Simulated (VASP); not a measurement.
Crystal: PbS.

```
Pb S
1.0
     2.08411    1.20326    3.40526
    -2.08411    1.20326    3.40526
     0.00000   -2.40652    3.40526
Pb S
1 1
Cartesian
  0.0000 0.0000 10.0173
  0.0000 0.0000 4.8529
```

Base run:

* Program: VASP 6.6.1
* Functional: LDA
* Potentials or basis: VASP PAW LDA potentials, release 64 (Pb_d, S)
* Cutoff: 520 eV
* k mesh: 8 × 8 × 8
* Occupations: fermi-dirac, width 0.05 eV
* Spin: no spin polarisation

Its results: band gap on the k mesh 0.17 eV; pressure -1.5 GPa; largest force 0.018 eV/Å.

The run is repeated on the same cell with these changes: functional from LDA to r2SCAN; potentials or basis from VASP PAW LDA potentials, release 64 (Pb_d, S) to VASP PAW PBE potentials, release 64 (Pb_d, S). What comes out?

Band gap on the k mesh 0.56 eV; pressure 2.5 GPa; largest force 0.036 eV/Å.

Caveats: spin-orbit coupling is left out, which moves the levels of the heavy elements; the PAW data sets were made with another functional, which shifts forces and pressure a little (at least some runs).

A k mesh can miss the band edges.
